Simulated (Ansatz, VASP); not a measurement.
## Zr2HS4: VASP beside Ansatz

File INCAR:

```
SYSTEM = Zr2HS4
ALGO     = Normal         ! electronic algorithm
DIPOL    = 0.5 0.5 0.291
EDIFF    = 1E-6           ! SCF threshold, eV
ENCUT    = 400            ! plane-wave cutoff, eV
GGA      = PE             ! functional
GGA_COMPAT= .False.      
IDIPOL   = 3            
ISIF     = 2              ! what is computed and relaxed
ISMEAR   = 0              ! smearing method
IVDW     = 12             ! dispersion correction
LASPH    = .True.         ! aspherical terms in the spheres
LCHARG   = .False.        ! write CHGCAR
LDIPOL   = .True.       
LREAL    = .False.        ! projectors in reciprocal space
LWAVE    = .False.        ! write WAVECAR
NBANDS   = 62             ! bands
NELM     = 120            ! most SCF steps
NELMDL   = -8           
PREC     = Accurate       ! precision mode
SIGMA    = 0.05           ! smearing width, eV
```

KPOINTS

```
k-points
0
Gamma
  6 6 1
  0 0 0
```

Contents of POSCAR:

```
Zr2HS4
1.0
    7.2976778227      0.0000000000      0.0000000000
   -3.6488389114      6.3199743831      0.0000000000
    0.0000000000      0.0000000000     20.9171506047
S Zr H
8 4 2
Direct
    0.3333333333      0.1666666667      0.1912306354
    0.3333333333      0.6666666667      0.1912306354
    0.8333333333      0.1666666667      0.1912306354
    0.8333333333      0.6666666667      0.1912306354
    0.1666666667      0.3333333333      0.3306927762
    0.1666666667      0.8333333333      0.3306927762
    0.6666666667      0.3333333333      0.3306927762
    0.6666666667      0.8333333333      0.3306927762
    0.0000000000      0.0000000000      0.2609617058
    0.0000000000      0.5000000000      0.2609617058
    0.5000000000      0.0000000000      0.2609617058
    0.5000000000      0.5000000000      0.2609617058
    0.3803136712      0.7606273424      0.4741157528
    0.4530196621      0.9060393242      0.4741157528
```

Input for Ansatz:

```yaml
crystal:
  lattice:
    - [7.2976778227, 0.0, 0.0]
    - [-3.6488389114, 6.3199743831, 0.0]
    - [0.0, 0.0, 20.9171506047]
  atoms:
    - { symbol: S, position: [0.3333333333, 0.1666666667, 0.1912306354] }
    - { symbol: S, position: [0.3333333333, 0.6666666667, 0.1912306354] }
    - { symbol: S, position: [0.8333333333, 0.1666666667, 0.1912306354] }
    - { symbol: S, position: [0.8333333333, 0.6666666667, 0.1912306354] }
    - { symbol: Zr, position: [0.0, 0.0, 0.2609617058] }
    - { symbol: Zr, position: [0.0, 0.5, 0.2609617058] }
    - { symbol: Zr, position: [0.5, 0.0, 0.2609617058] }
    - { symbol: Zr, position: [0.5, 0.5, 0.2609617058] }
    - { symbol: S, position: [0.1666666667, 0.3333333333, 0.3306927762] }
    - { symbol: S, position: [0.1666666667, 0.8333333333, 0.3306927762] }
    - { symbol: S, position: [0.6666666667, 0.3333333333, 0.3306927762] }
    - { symbol: S, position: [0.6666666667, 0.8333333333, 0.3306927762] }
    - { symbol: H, position: [0.3803136712, 0.7606273424, 0.4741157528] }
    - { symbol: H, position: [0.4530196621, 0.9060393242, 0.4741157528] }
basis:
  ecutwfc: 420
kpoints:
  mp_grid: { grid: [6, 6, 1] }
hamiltonian:
  xc: pbe
  pseudopotentials: { kind: paw, azcp: { folder: soft_1 } }
  dispersion: d3bj
scf:
  occupations: { method: gaussian, width: 0.05 }
output:
  forces: true
  eigenvalues: true
efield:
  axis: 3
  dipole_correction: true
  ramp_width: 0.04
```

Alike in both runs: task single point; functional PBE; dispersion D3(BJ); k mesh 6 × 6 × 1; occupations gaussian, width 0.05 eV; no spin polarisation.

|  | VASP | Ansatz |
| --- | --- | --- |
| version | VASP 6.6.1 | Ansatz 0.2.0 |
| potentials or method | VASP PAW PBE potentials, release 64 (S, Zr_sv, H), cutoff 400 eV | scalar-relativistic, plane waves, PAW |
| valence electrons in the cell | 98 | 98 |

|  | VASP | Ansatz | Ansatz less VASP |
| --- | --- | --- | --- |
| gap on the k mesh at the Fermi level (eV) | 1.10 | 1.10 | +0.003 |
| least direct gap on the mesh (eV) | 1.10 | 1.10 | +0.003 |
| rms of the force components (eV/Å) | 0.739 | 0.748 | +0.0092 |
